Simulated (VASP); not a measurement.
Wanted: the native input for a VASP 6.6.1 run.

| Quantity | Value |
| --- | --- |
| Task | single point |
| Functional | PBEsol |
| Potentials or basis | VASP PAW PBE potentials, release 64 (Ag) |
| Cutoff | 520 eV |
| k mesh | 6 × 6 × 6 |
| Occupations | gaussian, width 0.1 eV |
| Spin | no spin polarisation |
| Dipole correction | no |
| Further INCAR settings | ALGO = Normal; EDIFF = 1e-06; NBANDS = 24 |

The structure of Ag lies in POSCAR:

```
Ag
1.0
    4.8488709451      0.0000000000      0.0000000000
   -2.4244354725      4.1992454181      0.0000000000
    0.0000000000      0.0000000000      2.9725687098
Ag
3
Direct
    0.0000000000      0.0000000000      0.0000000000
    0.3333333333      0.6666666667      0.5000000000
    0.6666666667      0.3333333333      0.5000000000
```

One way to write it, as run:

INCAR

```
PREC     = Accurate       # precision mode
ENCUT    = 520            # plane-wave cutoff, eV
EDIFF    = 1E-6           # SCF threshold, eV
ISMEAR   = 0              # smearing method
SIGMA    = 0.1            # smearing width, eV
LREAL    = False          # projectors in reciprocal space
LASPH    = True           # aspherical terms in the spheres
NELM     = 100            # most SCF steps
ALGO     = Normal         # electronic algorithm
ISIF     = 2              # what is computed and relaxed
LWAVE    = False          # write WAVECAR
LCHARG   = False          # write CHGCAR
GGA      = PS             # functional
NBANDS   = 24             # bands
```

KPOINTS

```
Automatic mesh
0
Gamma
  6 6 6
```

Potentials or basis: VASP PAW PBE potentials, release 64 (Ag).

Command:

```sh
$ cat potpaw_PBE.64/Ag/POTCAR > POTCAR
$ mpirun -np 1 vasp_std > vasp.out
```

It gave:

```json
{
 "Pressure": "-11.5 GPa"
}
```

Caveat: the PAW data sets were made with another functional, which shifts forces and pressure a little.

It took 63 s on 1 thread of AMD EPYC 7R43 64-Core Processor (Zen 3), on a shared host, peak memory 0.15 GiB.
